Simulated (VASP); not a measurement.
# O2 in VASP: single point with r2SCAN

Aim: the single point of O2 with r2SCAN.

All numbers are computed with VASP 6.6.1; they aren't measurements. Logs are shortened: lines on timing, memory, paths and dates and some standing lists are left out, and cuts for length are marked.

### 1 The cell of the first run

The cell holds a molecule in a box, 2 atoms: a = 9.000 Å, b = 9.500 Å, c = 10.000 Å, α = 90.00°, β = 90.00°, γ = 90.00°.

### 2 Single point, r2SCAN, collinear spin, ferromagnetic start

Contents of POSCAR:

```
O
1.0
    9.0000000000      0.0000000000      0.0000000000
    0.0000000000      9.5000000000      0.0000000000
    0.0000000000      0.0000000000     10.0000000000
O
2
Direct
    0.5000000000      0.5000000000      0.4397284637
    0.5000000000      0.5000000000      0.5602715363
```

Contents of INCAR.step1:

```
SYSTEM = O
  PREC = Accurate
  ENCUT = 1100
  ISMEAR = -1
  SIGMA = 0.02
  LREAL = .FALSE.
  LASPH = .TRUE.
  NELM = 200
  ISPIN = 2
  MAGMOM = 1 1
  NBANDS = 17
  GGA = PE
  ALGO = Normal
  EDIFF = 1E-5
  LWAVE = .TRUE.
  LCHARG = .FALSE.
  GGA_COMPAT = .FALSE.
  NELMDL = -8
```

Contents of INCAR.step2:

```
SYSTEM = O
  PREC = Accurate
  ENCUT = 1100
  EDIFF = 1E-6
  ISMEAR = -1
  SIGMA = 0.02
  LREAL = .FALSE.
  LASPH = .TRUE.
  NELM = 200
  ALGO = Normal
  ISIF = 2
  LWAVE = .FALSE.
  LCHARG = .TRUE.
  ISPIN = 2
  MAGMOM = 1 1
  LORBIT = 11
  METAGGA = R2SCAN
  LMIXTAU = .TRUE.
  LELF = .TRUE.
  LVHAR = .TRUE.
  NBANDS = 17
  ISTART = 1
  GGA_COMPAT = .FALSE.
```

Contents of KPOINTS:

```
regular mesh
0
G
  1 1 1
  0 0 0
```

Potentials or basis: VASP PAW PBE potentials, release 64 (O_h).

Started as:

```sh
$ cat potpaw_PBE.64/O_h/POTCAR > POTCAR
$ cp INCAR.step1 INCAR
$ mpirun -np 1 vasp_gam > vasp.out
$ cp INCAR.step2 INCAR
$ mpirun -np 1 vasp_gam > vasp.out
```

OUTCAR:

```text
SYSTEM = O
   PREC = Accurate
   ENCUT = 1100
   EDIFF = 1E-6
   ISMEAR = -1
   LREAL = .FALSE.
   LASPH = .TRUE.
   NELM = 200
   ISIF = 2
   ISPIN = 2
   LORBIT = 11
   METAGGA = R2SCAN
   ISTART = 1

 ion  position               nearest neighbor table
   1  0.500  0.500  0.440-   2 1.21
   2  0.500  0.500  0.560-   1 1.21

  LATTYP: Found a simple orthorhombic cell.
 ALAT       =     9.0000000000
 B/A-ratio  =     1.0555555556
 C/A-ratio  =     1.1111111111

  Lattice vectors:

 A1 = (   9.0000000000,   0.0000000000,   0.0000000000)
 A2 = (   0.0000000000,   9.5000000000,   0.0000000000)
 A3 = (   0.0000000000,   0.0000000000,  10.0000000000)

Analysis of symmetry for initial positions (statically):
=====================================================================
 Subroutine PRICEL returns:
 Original cell was already a primitive cell.

 Routine SETGRP: Setting up the symmetry group for a
 simple orthorhombic supercell.

 Subroutine GETGRP returns: Found  8 space group operations
 (whereof  8 operations were pure point group operations)
 out of a pool of  8 trial point group operations.

The static configuration has the point symmetry D_2h.

Analysis of symmetry for dynamics (positions and initial velocities):
=====================================================================
 Subroutine PRICEL returns:
 Original cell was already a primitive cell.

 Routine SETGRP: Setting up the symmetry group for a
 simple orthorhombic supercell.

 Subroutine GETGRP returns: Found  8 space group operations
 (whereof  8 operations were pure point group operations)
 out of a pool of  8 trial point group operations.

The dynamic configuration has the point symmetry D_2h.

Analysis of structural, dynamic, and magnetic symmetry:
=====================================================================
 Subroutine PRICEL returns:
 Original cell was already a primitive cell.

 Routine SETGRP: Setting up the symmetry group for a
 simple orthorhombic supercell.

 Subroutine GETGRP returns: Found  8 space group operations
 (whereof  8 operations were pure point group operations)
 out of a pool of  8 trial point group operations.

The overall configuration has the point symmetry D_2h.

 Subroutine INISYM returns: Found  8 space group operations
 (whereof  8 operations are pure point group operations),
 and found     1 'primitive' translations

----------------------------------------------------------------------------------------

[... 89 lines left out ...]
  volume/ion in A,a.u.               =     427.50      2884.91
  Fermi-wavevector in a.u.,A,eV,Ry     =   0.394893  0.746240  2.121703  0.155941
  Thomas-Fermi vector in A             =   1.339966
   LORBIT       =     11    0 simple, 1 ext, 2 COOP (PROOUT), +10 PAW based schemes
   METAGGA = R2SCAN    functional components
   LHFCALC =     F    Hartree Fock is set to
   AEXX    =    0.0000 exact exchange contribution
   IVDW    =     0    specifies the selected vdW correction
   LEPSILON=     F    determine dielectric tensor
   LRPA    =     F    only Hartree local field effects (RPA)
 spin polarized calculation
  energy-cutoff  :     1100.00
  volume of cell :      855.00
 maximum number of plane-waves:     35417
 NGX is ok and might be reduce to    98
   NGX = 49   NGY = 51   NGZ = 55

 number of electron      12.0000001 magnetization       2.0000001

 Free energy of the ion-electron system (eV)
  ---------------------------------------------------
  ext. energy  EPLUGINS =         0.00000000
  ---------------------------------------------------
  free energy    TOTEN  =       -12.07606011 eV

  energy without entropy =      -12.07606011  energy(sigma->0) =      -12.07606011

 E-fermi :  -6.6948     XC(G=0):  -0.4184

 val. band max:       -7.2422959752   @ k =   0.0000   0.0000   0.0000
 cond. band min:      -3.7867109934   @ k =   0.0000   0.0000   0.0000
 fundamental gap:      3.4555849818
 Fermi energy:        -6.6948066797

 spin component 1

 k-point     1 :       0.0000    0.0000    0.0000
  band No.  band energies     occupation
      1     -34.3497      1.00000
      2     -21.7545      1.00000
      3     -14.1396      1.00000
      4     -14.1395      1.00000
      5     -13.9004      1.00000
      6      -7.2424      1.00000
[... 9 lines left out ...]
     16       3.1936      0.00000
     17       3.2058      0.00000
 Fermi energy:        -6.6948066797

 spin component 2

 k-point     1 :       0.0000    0.0000    0.0000
  band No.  band energies     occupation
      1     -32.9655      1.00000
      2     -19.3359      1.00000
      3     -12.8369      1.00000
      4     -11.6399      1.00000
      5     -11.6397      1.00000
      6      -3.7867      0.00000
[... 9 lines left out ...]
     16       3.2654      0.00000
     17       3.2872      0.00000

------------------------ aborting loop because EDIFF is reached ----------------------------------------

  FORCE on cell =-STRESS in cart. coord.  units (eV):
  Direction    XX          YY          ZZ          XY          YZ          ZX
  --------------------------------------------------------------------------------------
  -------------------------------------------------------------------------------------
  Total       -0.0264112     -0.0222910      0.0628814      0.0000000      0.0000000      0.0000000
  in kB       -0.0494917     -0.0417709      0.1178328      0.0000000      0.0000000      0.0000000
  external PRESSURE =       0.0088567 kB  Pullay stress =       0.0000000 kB

 VOLUME and BASIS-vectors are now :
 -----------------------------------------------------------------------------
  energy-cutoff  :     1100.00
  volume of cell :      855.00
      direct lattice vectors                 reciprocal lattice vectors
     9.000000000  0.000000000  0.000000000     0.111111111  0.000000000  0.000000000
     0.000000000  9.500000000  0.000000000     0.000000000  0.105263158  0.000000000
     0.000000000  0.000000000 10.000000000     0.000000000  0.000000000  0.100000000

 POSITION                                       TOTAL-FORCE (eV/Angst)
 -----------------------------------------------------------------------------------
      4.50000      4.75000      4.39728         0.000000      0.000000     -0.071500
      4.50000      4.75000      5.60272         0.000000      0.000000      0.071500
 -----------------------------------------------------------------------------------
    total drift:                                0.000000      0.000000     -0.000000

  FREE ENERGIE OF THE ION-ELECTRON SYSTEM (eV)
  ---------------------------------------------------
  free  energy   TOTEN  =       -12.0760601121 eV

  energy  without entropy=      -12.0760601121  energy(sigma->0) =      -12.07606011

 total charge

# of ion       s       p       d       tot
------------------------------------------
    1        1.091   2.232   0.000   3.322
    2        1.091   2.232   0.000   3.322
--------------------------------------------------
tot          2.181   4.463   0.000   6.645

 magnetization (x)

# of ion       s       p       d       tot
------------------------------------------
    1        0.021   0.627   0.000   0.648
    2        0.021   0.627   0.000   0.648
--------------------------------------------------
tot          0.042   1.254   0.000   1.296
```

OUTCAR.step1:

```text
SYSTEM = O
   PREC = Accurate
   ENCUT = 1100
   ISMEAR = -1
   LREAL = .FALSE.
[... 259 lines left out ...]
      4.50000      4.75000      4.39728         0.000000      0.000000     -1.002773
      4.50000      4.75000      5.60272         0.000000      0.000000      1.002773
 -----------------------------------------------------------------------------------
    total drift:                                0.000000     -0.000000      0.000000

  FREE ENERGIE OF THE ION-ELECTRON SYSTEM (eV)
  ---------------------------------------------------
  free  energy   TOTEN  =       -10.0430344871 eV

  energy  without entropy=      -10.0430344871  energy(sigma->0) =      -10.04303449
```

OSZICAR.step1:

```text
N       E                     dE             d eps       ncg     rms          rms(c)
DAV:   1     0.160409934546E+03    0.16041E+03   -0.43797E+03    68   0.752E+02
DAV:   2     0.633914729155E+02   -0.97018E+02   -0.92178E+02   134   0.773E+01
[... 15 lines left out ...]
DAV:  18    -0.100428676743E+02   -0.11497E-03   -0.50009E-06    68   0.137E-02    0.218E-03
DAV:  19    -0.100429407628E+02   -0.73089E-04   -0.24671E-06    69   0.117E-02    0.152E-03
DAV:  20    -0.100429936597E+02   -0.52897E-04   -0.19455E-06    69   0.935E-03    0.676E-04
DAV:  21    -0.100430116444E+02   -0.17985E-04   -0.51329E-07    85   0.539E-03    0.488E-04
DAV:  22    -0.100430283919E+02   -0.16747E-04   -0.45572E-07    69   0.407E-03    0.267E-04
DAV:  23    -0.100430344871E+02   -0.60952E-05   -0.14148E-07    77   0.253E-03
   1 F= -.10043034E+02 E0= -.10043034E+02  d E =-.231858E-10  mag=     2.0000
```

Run time: 24 min. Hardware: 1 thread of Intel Xeon Platinum 8488C (Sapphire Rapids), shared host; peak memory 3.1 GiB.

What came out:

- Free energy: -12.0761 eV
- Largest force: 0.071 eV/Å
- Gap between the frontier levels: 3.46 eV
- Net moment: 2.00 μB per cell
- Site moments: O +0.65 μB
- Valence electrons inside the program's atomic spheres: O 3.32

Forces in eV/Å, atoms in the order of the input:
```
O    0.000  0.000 -0.071
O    0.000  0.000  0.071
```

Levels at points of the mesh, in eV from the valence-band top:
Spin up:
| k point | band 5 | band 6 | band 7 | band 8 | band 9 | band 10 |
| --- | --- | --- | --- | --- | --- | --- |
| (0.00, 0.00, 0.00) | -6.66 | 0.00 | 0.00 | 7.32 | 8.68 | 8.81 |
Spin down:
```
           k point  band 2  band 3  band 4  band 5  band 6  band 7  band 8  band 9
(0.00, 0.00, 0.00)  -12.09   -5.59   -4.40   -4.40    3.46    3.46    7.38    8.84
```

Caveat: the PAW data sets were made with another functional, which shifts forces and pressure a little.
